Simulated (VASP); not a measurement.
# Al (P2_1/m) in VASP: a series of runs, part 2 of 2

VASP 6.6.1. Earlier steps stand in the parts before.

**3. Single point, PBE+D3(BJ) (atom 1 (Al) moved by (-0.300, +0.300) A along x and y)**

Input file INCAR:

```
SYSTEM = Al
PREC     = Accurate       ! precision mode
ENCUT    = 520            ! plane-wave cutoff, eV
EDIFF    = 1E-6           ! SCF threshold, eV
ISMEAR   = 0              ! smearing method
SIGMA    = 0.15           ! smearing width, eV
LREAL    = .False.        ! projectors in reciprocal space
LASPH    = .True.         ! aspherical terms in the spheres
NELM     = 100            ! most SCF steps
ALGO     = Fast           ! electronic algorithm
ISIF     = 2              ! what is computed and relaxed
LWAVE    = .False.        ! write WAVECAR
LCHARG   = .False.        ! write CHGCAR
GGA      = PE             ! functional
IVDW     = 12             ! dispersion correction
NBANDS   = 10             ! bands
```

Input file KPOINTS:

```
Automatic mesh
0
Gamma
  18 18 10
  0 0 0
```

Input file POSCAR:

```
Al
1.0
    2.8124553515      0.0000000000      0.0000000000
   -1.4062276757      2.4356577814      0.0000000000
    0.0000000000      0.0000000000      4.8668500000
Al
2
Direct
    0.6215833130      0.4565033461      0.7500000000
    0.3333333333      0.6666666667      0.2500000000
```

Potentials or basis: VASP PAW PBE potentials, release 64 (Al).

The run is started by

```sh
$ cat potpaw_PBE.64/Al/POTCAR > POTCAR
$ mpirun -np 1 vasp_std > vasp.out
```

OUTCAR:

```text
SYSTEM = Al
   PREC = Accurate
   ENCUT = 520
   EDIFF = 1E-6
   ISMEAR = 0
   LREAL = .False.
   LASPH = .True.
   NELM = 100
   ISIF = 2
   GGA = PE
   IVDW = 12
 IVDW          = 12

 ion  position               nearest neighbor table
   1  0.622  0.457  0.750-   2 2.72   2 2.72   2 3.02   2 3.02   2 3.12   2 3.12
   2  0.333  0.667  0.250-   1 2.72   1 2.72   1 3.02   1 3.02   1 3.12   1 3.12

  LATTYP: Found a hexagonal cell.
 ALAT       =     2.8124553515
 C/A-ratio  =     1.7304630267

  Lattice vectors:
[... 505 lines left out ...]

 Edisp (eV)   -0.66588

 E8    (eV) :    -0.2978

  FORCE on cell =-STRESS in cart. coord.  units (eV):
  Direction    XX          YY          ZZ          XY          YZ          ZX
  --------------------------------------------------------------------------------------
  -------------------------------------------------------------------------------------
  Total      -0.46235    -0.44637    -0.22158    -0.00768     0.00000     0.00000
  in kB     -22.21937   -21.45125   -10.64867    -0.36913     0.00000     0.00000
  external pressure =      -18.11 kB  Pullay stress =        0.00 kB

 VOLUME and BASIS-vectors are now :
 -----------------------------------------------------------------------------
  energy-cutoff  :      520.00
  volume of cell :       33.34
      direct lattice vectors                 reciprocal lattice vectors
     2.812455352  0.000000000  0.000000000     0.355561200  0.205283355  0.000000000
    -1.406227676  2.435657781  0.000000000     0.000000000  0.410566709  0.000000000
     0.000000000  0.000000000  4.866850000     0.000000000  0.000000000  0.205471712

 POSITION                                       TOTAL-FORCE (eV/Angst)
 -----------------------------------------------------------------------------------
      1.10623      1.11189      3.65014         0.353848     -0.199303      0.000000
     -0.00000      1.62377      1.21671        -0.353848      0.199303      0.000000
 -----------------------------------------------------------------------------------
    total drift:                                0.000000     -0.000000     -0.000000

  FREE ENERGIE OF THE ION-ELECTRON SYSTEM (eV)
  ---------------------------------------------------
  free  energy   TOTEN  =        -8.0088644293 eV

  energy  without entropy=       -7.9998238925  energy(sigma->0) =       -8.00434416
```

stdout:

```text
POSCAR found type information on POSCAR Al
 POSCAR found :  1 types and       2 ions
 scaLAPACK will be used
 LDA part: xc-table for (Slater+PW92), standard interpolation
 POSCAR, INCAR and KPOINTS ok, starting setup
 FFT: planning ... GRIDC
 FFT: planning ... GRID_SOFT
 FFT: planning ... GRID
 WAVECAR not read
 entering main loop
```

Wall time 93 s (1 thread of Intel Xeon Platinum 8559C (Emerald Rapids), shared host); peak memory 0.36 GiB.

Results:

```yaml
Free_energy: -8.0089 eV
Pressure: -1.8 GPa
Largest_force: 0.406 eV/Å
Band_gap_on_the_k_mesh: zero (bands 3 and 4 overlap by 6.78 eV)
Dispersion_energy_per_atom: -0.333 eV
```

Forces on the atoms (eV/Å):
```
Al   0.354 -0.199  0.000
Al  -0.354  0.199  0.000
```

Stress tensor (GPa, compression positive):
```
-2.22 -0.04  0.00
-0.04 -2.15  0.00
 0.00  0.00 -1.06
```

Caveat: the cell differs from its parent crystal (atom 1 (Al) moved by (-0.300, +0.300) A along x and y).

**4. Single point, PBEsol+D3(BJ)**

Input file INCAR:

```
PREC = Accurate
ENCUT = 520
EDIFF = 1E-6
ISMEAR = 0
SIGMA = 0.15
LREAL = False
LASPH = True
NELM = 60
ALGO = Fast
ISIF = 2
LWAVE = False
LCHARG = False
GGA = PS
IVDW = 12
NBANDS = 10
```

Input file KPOINTS:

```
Automatic mesh
0
Gamma
  18 18 10
```

POSCAR, as its differences from that of step 3:

```diff
@@ -8,3 +8,3 @@
 Direct
-    0.6215833130      0.4565033461      0.7500000000
+    0.4984133003      0.2101633206      0.7500000000
     0.3333333333      0.6666666667      0.2500000000
```

The run is started by

```sh
$ cat potpaw_PBE.64/Al/POTCAR > POTCAR
$ mpirun -np 1 vasp_std > vasp.out
```

Run time: 1.9 min. Hardware: 1 thread of Intel Xeon Platinum 8559C (Emerald Rapids), shared host; peak memory 0.38 GiB.

The run converged. Its results:

```
Free energy                : -8.6894 eV
Pressure                   : -3.5 GPa
Largest force              : 0.214 eV/Å
Band gap on the k mesh     : zero (bands 3 and 4 overlap by 6.94 eV)
Dispersion energy per atom : -0.314 eV
```

Forces on the atoms (eV/Å):
```
Al   0.054  0.208  0.000
Al  -0.054 -0.208  0.000
```

Stress tensor (GPa, compression positive):
```
-3.45  0.07  0.00
 0.07 -3.46  0.00
 0.00  0.00 -3.73
```

Levels at points of the mesh, in eV from the Fermi level:
| k point | band 1 | band 2 | band 3 | band 4 | band 5 | band 6 | band 7 |
| --- | --- | --- | --- | --- | --- | --- | --- |
| (0.00, 0.00, 0.00) | -11.02 | -5.02 | -4.80 | 10.55 | 11.41 | 11.70 | 11.87 |
| (0.50, 0.00, 0.00) | -5.02 | -4.83 | 0.30 | 0.32 | 1.61 | 1.91 | 6.26 |
| (0.00, 0.50, 0.00) | -4.95 | -4.93 | 0.96 | 0.96 | 1.07 | 1.13 | 6.38 |
| (0.50, 0.50, 0.00) | -4.97 | -4.90 | 0.71 | 0.75 | 1.31 | 1.35 | 6.42 |
| (0.00, 0.00, 0.50) | -9.47 | -9.47 | 2.40 | 2.40 | 12.50 | 12.50 | 12.59 |
| (0.50, 0.00, 0.50) | -3.64 | -3.64 | -3.22 | -3.22 | 7.38 | 7.38 | 7.69 |
| (0.00, 0.50, 0.50) | -3.81 | -3.81 | -2.98 | -2.98 | 7.15 | 7.15 | 7.42 |
| (0.50, 0.50, 0.50) | -3.79 | -3.79 | -3.02 | -3.02 | 7.18 | 7.18 | 7.42 |

Caveat: the cell stands under tension; the PAW data sets were made with another functional, which shifts forces and pressure a little.

**5. The runs side by side**

```csv
level,cell,gap on the mesh (eV),pressure (GPa),largest force (eV/Å)
PBE+D3(BJ),"as given, atomic positions A",none,-2.4,0.21
PBE+D3(BJ),"as given, atomic positions B",none,-1.8,0.41
PBEsol+D3(BJ),"as given, atomic positions A",none,-3.5,0.21
```

Alike in all rows: task single point; potentials or basis VASP PAW PBE potentials, release 64 (Al); no spin polarisation; k mesh 18 × 18 × 10; cutoff (eV) 520; smearing gaussian 0.15 eV.

Caveats: the cell stands under tension (at least some runs); the PAW data sets were made with another functional, which shifts forces and pressure a little (at least some runs).

Total energies depend on the potentials used, so only differences within one code and one set of settings carry meaning.
